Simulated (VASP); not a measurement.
# BaTe (P6_3/mmc) in VASP: dielectric tensor with PBE

Aim: the dielectric tensor of BaTe with PBE.

Everything below comes from runs of VASP 6.6.1. Logs are shortened: lines on timing, memory, paths and dates and some standing lists are left out, and cuts for length are marked.

### 1 The cell of the first run

It takes space group P6_3/mmc (No. 194, hexagonal). Conventional cell: a = 5.974 Å, b = 5.974 Å, c = 7.002 Å, α = 90.00°, β = 90.00°, γ = 120.00°. Within 4.5 Å of Ba (site symmetry -6m2) lie 5 Te at 3.45 to 3.50 Å. Within 4.5 Å of Te (site symmetry -6m2) lie 5 Ba at 3.45 to 3.50 Å.

### 2 Dielectric tensor, PBE

INCAR reads:

```
PREC = Accurate
ENCUT = 400
EDIFF = 1E-8
ISMEAR = 0
SIGMA = 0.01
LREAL = False
LASPH = True
NELM = 120
ALGO = Normal
ISIF = 2
LWAVE = False
LCHARG = False
GGA = PE
LEPSILON = True
GGA_COMPAT = False
```

KPOINTS reads:

```
Automatic mesh
0
Gamma
  6 6 4
```

POSCAR reads:

```
BaTe
1.0
    5.9738370715      0.0000000000      0.0000000000
   -2.9869185357      5.1734946620      0.0000000000
    0.0000000000      0.0000000000      7.0021674675
Ba Te
2 2
Direct
    0.3333333333      0.6666666667      0.2500000000
    0.6666666667      0.3333333333      0.7500000000
    0.6666666667      0.3333333333      0.2500000000
    0.3333333333      0.6666666667      0.7500000000
```

Potentials or basis: VASP PAW PBE potentials, release 64 (Ba_sv, Te).

Launch:

```console
$ cat potpaw_PBE.64/Ba_sv/POTCAR potpaw_PBE.64/Te/POTCAR > POTCAR
$ mpirun -np 1 vasp_std > vasp.out
```

OUTCAR:

```text
PREC = Accurate
   ENCUT = 400
   EDIFF = 1E-8
   ISMEAR = 0
   LREAL = False
   LASPH = True
   NELM = 120
   ISIF = 2
   GGA = PE
   LEPSILON = True

 ion  position               nearest neighbor table
   1  0.333  0.667  0.250-   3 3.45   3 3.45   3 3.45   4 3.50   4 3.50
   2  0.667  0.333  0.750-   4 3.45   4 3.45   4 3.45   3 3.50   3 3.50
   3  0.667  0.333  0.250-   1 3.45   1 3.45   1 3.45   2 3.50   2 3.50
   4  0.333  0.667  0.750-   2 3.45   2 3.45   2 3.45   1 3.50   1 3.50

  LATTYP: Found a hexagonal cell.
 ALAT       =     5.9738370715
 C/A-ratio  =     1.1721390094

  Lattice vectors:

 A1 = (   5.9738370715,   0.0000000000,   0.0000000000)
 A2 = (  -2.9869185357,   5.1734946620,   0.0000000000)
 A3 = (   0.0000000000,   0.0000000000,   7.0021674675)

Analysis of symmetry for initial positions (statically):
=====================================================================
 Subroutine PRICEL returns:
 Original cell was already a primitive cell.

 Routine SETGRP: Setting up the symmetry group for a
 hexagonal supercell.

 Subroutine GETGRP returns: Found 24 space group operations
 (whereof 12 operations were pure point group operations)
 out of a pool of 24 trial point group operations.

The static configuration has the point symmetry D_3d.
 The point group associated with its full space group is D_6h.

Analysis of symmetry for dynamics (positions and initial velocities):
=====================================================================
 Subroutine PRICEL returns:
 Original cell was already a primitive cell.

 Routine SETGRP: Setting up the symmetry group for a
 hexagonal supercell.

 Subroutine GETGRP returns: Found 24 space group operations
 (whereof 12 operations were pure point group operations)
 out of a pool of 24 trial point group operations.

The dynamic configuration has the point symmetry D_3d.
 The point group associated with its full space group is D_6h.

 Subroutine INISYM returns: Found 24 space group operations
 (whereof 12 operations are pure point group operations),
 and found     1 'primitive' translations

----------------------------------------------------------------------------------------

                                     Primitive cell

  volume of cell :     216.4063

  direct lattice vectors                    reciprocal lattice vectors
     5.973837072  0.000000000  0.000000000     0.167396598  0.096646471  0.000000000
    -2.986918536  5.173494662  0.000000000     0.000000000  0.193292941  0.000000000
     0.000000000  0.000000000  7.002167467     0.000000000  0.000000000  0.142812923

  length of vectors
     5.973837072  5.973837071  7.002167467     0.193292941  0.193292941  0.142812923

  position of ions in fractional coordinates (direct lattice)
     0.333333333  0.666666667  0.250000000
     0.666666667  0.333333333  0.750000000
     0.666666667  0.333333333  0.250000000
     0.333333333  0.666666667  0.750000000

  ion indices of the primitive-cell ions
   primitive index   ion index
                 1           1
                 2           2
                 3           3
                 4           4

----------------------------------------------------------------------------------------

 KPOINTS: Automatic mesh

Automatic generation of k-mesh.
 Grid dimensions read from file:
 generate k-points for:    6    6    4

 Generating k-lattice:

  Cartesian coordinates                     Fractional coordinates (reciprocal lattice)
     0.027899433  0.016107745  0.000000000     0.166666667  0.000000000  0.000000000
     0.000000000  0.032215490  0.000000000     0.000000000  0.166666667  0.000000000
     0.000000000  0.000000000  0.035703231     0.000000000  0.000000000  0.250000000

  Length of vectors
[... 79 lines left out ...]
   IVDW    =     0    specifies the selected vdW correction
   LEPSILON=     T    determine dielectric tensor
   LRPA    =     F    only Hartree local field effects (RPA)
 non-spin polarized calculation
 Gauss-broadening in eV      SIGMA  =   0.01
  energy-cutoff  :      400.00
  volume of cell :      216.41
 maximum number of plane-waves:      3954
 NGX is ok and might be reduce to    40
   NGX = 19   NGY = 19   NGZ = 23

--------------------------------------- Ionic step        1  -------------------------------------------

 number of electron      32.0000001 magnetization

 E-fermi :   1.0685     XC(G=0):  -7.0789

 val. band max:        1.0165964062   @ k =   0.0000   0.0000   0.0000
 cond. band min:       2.9038748462   @ k =   0.3333   0.3333   0.0000
 fundamental gap:      1.8872784400
 Fermi energy:         1.0684638080

 k-point     1 :       0.0000    0.0000    0.0000
  band No.  band energies     occupation
      1     -26.2516      2.00000
      2     -26.2374      2.00000
      3     -11.5437      2.00000
      4     -11.5026      2.00000
      5     -11.5026      2.00000
      6     -11.4373      2.00000
[... 472 lines left out ...]
     19       4.9564      0.00000
     20       4.9564      0.00000

  FORCE on cell =-STRESS in cart. coord.  units (eV):
  Direction    XX          YY          ZZ          XY          YZ          ZX
  --------------------------------------------------------------------------------------
  -------------------------------------------------------------------------------------
  Total        0.2674331      0.2674331      0.3695352      0.0000000     -0.0000000     -0.0000000
  in kB        1.9799572      1.9799572      2.7358770      0.0000000     -0.0000000     -0.0000000
  external PRESSURE =       2.2319305 kB  Pullay stress =       0.0000000 kB

 VOLUME and BASIS-vectors are now :
 -----------------------------------------------------------------------------
  energy-cutoff  :      400.00
  volume of cell :      216.41
      direct lattice vectors                 reciprocal lattice vectors
     5.973837072  0.000000000  0.000000000     0.167396598  0.096646471  0.000000000
    -2.986918536  5.173494662  0.000000000     0.000000000  0.193292941  0.000000000
     0.000000000  0.000000000  7.002167467     0.000000000  0.000000000  0.142812923

 POSITION                                       TOTAL-FORCE (eV/Angst)
 -----------------------------------------------------------------------------------
     -0.00000      3.44900      1.75054        -0.000000      0.000000      0.000000
      2.98692      1.72450      5.25163        -0.000000      0.000000      0.000000
      2.98692      1.72450      1.75054         0.000000      0.000000      0.000000
     -0.00000      3.44900      5.25163         0.000000     -0.000000      0.000000
 -----------------------------------------------------------------------------------
    total drift:                                0.000000     -0.000000      0.000000

  FREE ENERGIE OF THE ION-ELECTRON SYSTEM (eV)
  ---------------------------------------------------
  free  energy   TOTEN  =       -16.7766248821 eV

  energy  without entropy=      -16.7766248821  energy(sigma->0) =      -16.77662488

 HEAD OF MICROSCOPIC STATIC DIELECTRIC TENSOR (INDEPENDENT PARTICLE, excluding Hartree and local field effects)
 ------------------------------------------------------
           4.912387     0.000000     0.000000
           0.000000     4.912387     0.000000
           0.000000    -0.000000     5.650236
 ------------------------------------------------------

 Free energy of the ion-electron system (eV)
  ---------------------------------------------------
  ---------------------------------------------------
  free energy    TOTEN  =        -2.18296182 eV

  energy without entropy =       -2.18296182

------------------------ aborting loop because EDIFF is reached ----------------------------------------

--------------------------------------- Ionic step        2  -------------------------------------------

------------------------ aborting loop because EDIFF is reached ----------------------------------------

--------------------------------------- Ionic step        3  -------------------------------------------

 Free energy of the ion-electron system (eV)
  ---------------------------------------------------
  ---------------------------------------------------
  free energy    TOTEN  =        -2.86763857 eV

  energy without entropy =       -2.86763857

------------------------ aborting loop because EDIFF is reached ----------------------------------------

 PIEZOELECTRIC TENSOR FIELD DIRECTION 3  (e Angst)
 -----------------------------------------------------------------------------
     0.00491  0.00000 -0.00000           ( -0.00001 -0.00000  0.00000)
     0.00000  0.00491  0.00000           ( -0.00000 -0.00001  0.00000)
     0.00000  0.00000 -0.02081           (  0.00000  0.00000  0.00002)

 PIEZOELECTRIC TENSOR FIELD DIRECTION 3  (C/m^2)
 -----------------------------------------------------------------------------
     0.00036  0.00000 -0.00000
     0.00000  0.00036  0.00000
     0.00000  0.00000 -0.00154

 MACROSCOPIC STATIC DIELECTRIC TENSOR (including local field effects in DFT)
 ------------------------------------------------------
           4.187022     0.000000     0.000000
           0.000000     4.187022     0.000000
           0.000000    -0.000000     5.245217
 ------------------------------------------------------

 PIEZOELECTRIC TENSOR (including local field effects)  for field in x, y, z        (e  Angst)
          XX          YY          ZZ          XY          YZ          ZX
  --------------------------------------------------------------------------------
  x     0.00000     0.00000     0.00000     0.00000     0.00000     0.00000
  y     0.00000     0.00000     0.00000     0.00000     0.00000     0.00000
  z     0.00000     0.00000     0.00000     0.00000     0.00000     0.00000

 PIEZOELECTRIC TENSOR (including local field effects)  for field in x, y, z        (C/m^2)
          XX          YY          ZZ          XY          YZ          ZX
  --------------------------------------------------------------------------------
  x     0.00000     0.00000     0.00000     0.00000     0.00000     0.00000
  y     0.00000     0.00000     0.00000     0.00000     0.00000     0.00000
  z     0.00000     0.00000     0.00000     0.00000     0.00000     0.00000

 BORN EFFECTIVE CHARGES (including local field effects) (in |e|, cummulative output)
 ---------------------------------------------------------------------------------
 ion    1
    1     2.03688     0.00000     0.00000
    2     0.00000     2.03688     0.00000
    3     0.00000     0.00000     2.70398
 ion    2
    1     2.03688     0.00000     0.00000
    2     0.00000     2.03688     0.00000
    3    -0.00000     0.00000     2.70398
 ion    3
    1    -2.03688    -0.00000     0.00000
    2    -0.00000    -2.03688     0.00000
    3     0.00000     0.00000    -2.70398
 ion    4
    1    -2.03688    -0.00000     0.00000
    2    -0.00000    -2.03688     0.00000
    3     0.00000     0.00000    -2.70398
```

Run time: 21 min. Hardware: 1 thread of Oxide Virtual Turin-like, shared host; peak memory 0.49 GiB.

What came out:

* Band gap on the k mesh: 1.89 eV (least direct gap 2.17 eV)
* Electronic dielectric tensor (diagonal): 4.19, 4.19, 5.25
* Born charges (mean of the diagonal): Ba +2.26; Te -2.26 e

Electronic dielectric tensor:
```
4.19 0.00 0.00
0.00 4.19 0.00
0.00 0.00 5.25
```

Born effective charge tensors (e):
atom 1, Ba
```
2.04 0.00 0.00
0.00 2.04 0.00
0.00 0.00 2.70
```
atom 2, Ba
```
2.04 0.00 0.00
0.00 2.04 0.00
0.00 0.00 2.70
```
atom 3, Te
```
-2.04  0.00  0.00
 0.00 -2.04  0.00
 0.00  0.00 -2.70
```
atom 4, Te
```
-2.04  0.00  0.00
 0.00 -2.04  0.00
 0.00  0.00 -2.70
```

Caveat: spin-orbit coupling is left out, which moves the levels of the heavy elements. A k mesh can miss the band edges.
